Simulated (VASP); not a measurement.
# Ta3N (P-3m1) in VASP: settings compared, part 2 of 2

VASP 6.6.1. Earlier steps stand in the parts before.

### Step 5. Single point, LDA

This run uses another cell than the first one, of 15.88 Å³/atom, 1.060 times its volume.

The input, INCAR:

```
SYSTEM = Ta3N
PREC = Accurate ; ENCUT = 520
EDIFF = 1E-6 ; ISMEAR = -1
SIGMA = 0.05 ; LREAL = .FALSE.
LASPH = .TRUE. ; NELM = 80
ALGO = Normal ; ISIF = 2
LWAVE = .FALSE. ; LCHARG = .FALSE.
NBANDS = 27
```

The input, KPOINTS:

```
Automatic mesh
0
G
  10 10 4
  0 0 0
```

The input, POSCAR:

```
Ta3N
1.0
    3.0916944585      0.0000000000      0.0000000000
   -1.5458472293      2.6774859418      0.0000000000
    0.0000000000      0.0000000000      7.6717065629
Ta N
3 1
Direct
    0.6666666667      0.3333333333      0.8260700000
    0.3333333333      0.6666666667      0.1739300000
    0.0000000000      0.0000000000      0.5000000000
    0.0000000000      0.0000000000      0.0000000000
```

Potentials or basis: VASP PAW LDA potentials, release 64 (Ta_pv, N).

Started as:

```sh
cat potpaw_LDA.64/Ta_pv/POTCAR potpaw_LDA.64/N/POTCAR > POTCAR
mpirun -np 1 vasp_std > vasp.out
```

OUTCAR:

```text
SYSTEM = Ta3N
   PREC = Accurate
   ENCUT = 520
   EDIFF = 1E-6
   ISMEAR = -1
   LREAL = .FALSE.
   LASPH = .TRUE.
   NELM = 80
   ISIF = 2

 ion  position               nearest neighbor table
   1  0.667  0.333  0.826-   4 2.23   4 2.23   4 2.23   3 3.07   3 3.07   3 3.07   2 3.21   2 3.21
                             2 3.21
   2  0.333  0.667  0.174-   4 2.23   4 2.23   4 2.23   3 3.07   3 3.07   3 3.07   1 3.21   1 3.21
                             1 3.21
   3  0.000  0.000  0.500-   1 3.07   2 3.07   1 3.07   2 3.07   1 3.07   2 3.07
   4  0.000  0.000  0.000-   1 2.23   2 2.23   1 2.23   2 2.23   1 2.23   2 2.23

  LATTYP: Found a hexagonal cell.
 ALAT       =     3.0916944585
 C/A-ratio  =     2.4813922158

  Lattice vectors:

 A1 = (   3.0916944585,   0.0000000000,   0.0000000000)
 A2 = (  -1.5458472293,   2.6774859418,   0.0000000000)
 A3 = (   0.0000000000,   0.0000000000,   7.6717065629)

Analysis of symmetry for initial positions (statically):
=====================================================================
 Subroutine PRICEL returns:
 Original cell was already a primitive cell.

 Routine SETGRP: Setting up the symmetry group for a
 hexagonal supercell.

[... 165 lines left out ...]
  ---------------------------------------------------
  free energy    TOTEN  =       -49.31329177 eV

  energy without entropy =      -49.28669458  energy(sigma->0) =      -49.29999318

 E-fermi :   5.9862     XC(G=0): -12.5849

 val. band max:        5.9842488867   @ k =   0.2000   0.2000   0.0000
 cond. band min:       5.9950253499   @ k =   0.4000   0.0000   0.5000
 fundamental gap:      0.0107764632
 Fermi energy:         5.9861808568

 k-point     1 :       0.0000    0.0000    0.0000
  band No.  band energies     occupation
      1     -29.0318      2.00000
      2     -28.7939      2.00000
      3     -28.5333      2.00000
      4     -28.5333      2.00000
      5     -28.5085      2.00000
      6     -28.5085      2.00000
[... 709 lines left out ...]
     26      10.4163      0.00000
     27      11.0901      0.00000

 [... further k-points ...]
[... 5 lines left out ...]
  --------------------------------------------------------------------------------------
  -------------------------------------------------------------------------------------
  Total       -9.4731678     -9.4731678     -9.3750981      0.0000000     -0.0000000     -0.0000000
  in kB     -238.9956873   -238.9956873   -236.5215157      0.0000000     -0.0000000     -0.0000000
  external PRESSURE =    -238.1709634 kB  Pullay stress =       0.0000000 kB

 VOLUME and BASIS-vectors are now :
 -----------------------------------------------------------------------------
  energy-cutoff  :      520.00
  volume of cell :       63.51
      direct lattice vectors                 reciprocal lattice vectors
     3.091694459  0.000000000  0.000000000     0.323447227  0.186742344  0.000000000
    -1.545847229  2.677485942  0.000000000     0.000000000  0.373484687  0.000000000
     0.000000000  0.000000000  7.671706563     0.000000000  0.000000000  0.130349094

 POSITION                                       TOTAL-FORCE (eV/Angst)
 -----------------------------------------------------------------------------------
      1.54585      0.89250      6.33737         0.000000     -0.000000      0.796434
     -0.00000      1.78499      1.33434        -0.000000      0.000000     -0.796434
      0.00000      0.00000      3.83585        -0.000000      0.000000      0.000000
      0.00000      0.00000      0.00000        -0.000000      0.000000      0.000000
 -----------------------------------------------------------------------------------
    total drift:                                0.000000     -0.000000      0.000000

  FREE ENERGIE OF THE ION-ELECTRON SYSTEM (eV)
  ---------------------------------------------------
  free  energy   TOTEN  =       -49.3132917747 eV

  energy  without entropy=      -49.2866945755  energy(sigma->0) =      -49.29999318
```

Wall time 60 s (1 thread of Intel Xeon Platinum 8488C (Sapphire Rapids), shared host); peak memory 0.2 GiB.

What came out:

| Item | Value |
| --- | --- |
| Free energy | -49.3133 eV |
| Pressure | -23.8 GPa |
| Largest force | 0.796 eV/Å |
| Band gap on the k mesh | zero (band 19 reaches 6.34 eV, above the bottom of band 20 at 5.75 eV) |

Forces on the atoms (eV/Å):
```
Ta   0.000  0.000  0.796
Ta   0.000  0.000 -0.796
Ta   0.000  0.000  0.000
N    0.000  0.000  0.000
```

Caveat: spin-orbit coupling is left out, which moves the levels of the heavy elements.

### Step 6. Single point, r2SCAN

The input, POSCAR:

```
Ta3N
1.0
    3.0322239879      0.0000000000      0.0000000000
   -1.5161119940      2.6259830035      0.0000000000
    0.0000000000      0.0000000000      7.5241370000
Ta N
3 1
Direct
    0.6666666667      0.3333333333      0.8260700000
    0.3333333333      0.6666666667      0.1739300000
    0.0000000000      0.0000000000      0.5000000000
    0.0000000000      0.0000000000      0.0000000000
```

The input, INCAR.step1:

```
PREC = Accurate ; ENCUT = 520
ISMEAR = -1 ; SIGMA = 0.05
LREAL = False ; LASPH = True
NELM = 100 ; NBANDS = 27
GGA = PE ; ALGO = Normal
EDIFF = 1E-4 ; LWAVE = True
LCHARG = False
```

The input, INCAR.step2:

```
PREC = Accurate ; ENCUT = 520
EDIFF = 1E-6 ; ISMEAR = -1
SIGMA = 0.05 ; LREAL = False
LASPH = True ; NELM = 100
ALGO = Normal ; ISIF = 2
LWAVE = False ; LCHARG = True
METAGGA = R2SCAN ; LMIXTAU = True
LELF = True ; LVHAR = True
NBANDS = 27 ; ISTART = 1
```

The input, KPOINTS:

```
regular mesh
0
Gamma
  10 10 4
```

Potentials or basis: VASP PAW PBE potentials, release 64 (Ta_pv, N).

Started as:

```sh
cat potpaw_PBE.64/Ta_pv/POTCAR potpaw_PBE.64/N/POTCAR > POTCAR
cp INCAR.step1 INCAR
mpirun -np 1 vasp_std > vasp.out
cp INCAR.step2 INCAR
mpirun -np 1 vasp_std > vasp.out
```

Run time: 4.1 min. Hardware: 1 thread of Intel Xeon Platinum 8488C (Sapphire Rapids), shared host; peak memory 0.22 GiB.

It converged, with:

```
Free energy            : -157.0370 eV
Pressure               : -3.1 GPa
Largest force          : 0.005 eV/Å
Band gap on the k mesh : zero (band 19 reaches 6.89 eV, above the bottom of band 20 at 6.32 eV)
```

Forces in eV/Å, atoms in the order of the input:
```
Ta   0.000  0.000  0.005
Ta   0.000  0.000 -0.005
Ta   0.000  0.000  0.000
N    0.000  0.000  0.000
```

Stress tensor (GPa, compression positive):
```
-3.84  0.00  0.00
 0.00 -3.84  0.00
 0.00  0.00 -1.64
```

Levels at points of the mesh, in eV from the Fermi level:
```csv
k point,band 15,band 16,band 17,band 18,band 19,band 20,band 21,band 22,band 23,band 24
"(0.00, 0.00, 0.00)",-3.76,-1.65,-0.42,-0.42,-0.30,0.32,0.32,0.94,1.94,1.94
"(0.50, 0.00, 0.00)",-3.99,-3.32,-1.42,-0.56,0.12,0.76,0.77,3.63,4.25,4.56
"(0.00, 0.00, 0.50)",-4.05,-1.40,-1.19,-0.20,-0.20,0.57,0.57,1.24,1.38,1.38
"(0.50, 0.00, 0.50)",-3.93,-3.12,-1.57,-1.35,0.04,0.95,1.35,2.52,4.58,4.66
```

Caveat: the PAW data sets were made with another functional, which shifts forces and pressure a little; spin-orbit coupling is left out, which moves the levels of the heavy elements.

### Step 7. The runs side by side

| level | potentials or basis | cell | gap on the mesh (eV) | pressure (GPa) | largest force (eV/Å) |
| --- | --- | --- | --- | --- | --- |
| LDA | VASP PAW LDA potentials, release 64 (Ta_pv, N) | a = 3.032, b = 3.032, c = 7.524 Å, angles 90.0, 90.0, 120.0°, 4 atoms | none | -12.3 | 0.48 |
| LDA | VASP PAW LDA potentials, release 64 (Ta_pv, N) | a = 3.052, b = 3.052, c = 7.574 Å, angles 90.0, 90.0, 120.0°, 4 atoms | none | -16.5 | 0.60 |
| LDA | VASP PAW LDA potentials, release 64 (Ta_pv, N) | a = 3.072, b = 3.072, c = 7.623 Å, angles 90.0, 90.0, 120.0°, 4 atoms | none | -20.4 | 0.70 |
| LDA | VASP PAW LDA potentials, release 64 (Ta_pv, N) | a = 3.092, b = 3.092, c = 7.672 Å, angles 90.0, 90.0, 120.0°, 4 atoms | none | -23.8 | 0.80 |
| r2SCAN | VASP PAW PBE potentials, release 64 (Ta_pv, N) | a = 3.032, b = 3.032, c = 7.524 Å, angles 90.0, 90.0, 120.0°, 4 atoms | none | -3.1 | - |

Alike in all rows: task single point; no spin polarisation; k mesh 10 × 10 × 4; cutoff (eV) 520; smearing fermi-dirac 0.05 eV.

Caveats: spin-orbit coupling is left out, which moves the levels of the heavy elements; the PAW data sets were made with another functional, which shifts forces and pressure a little (some runs).

Total energies depend on the potentials used, so only differences within one code and one set of settings carry meaning.
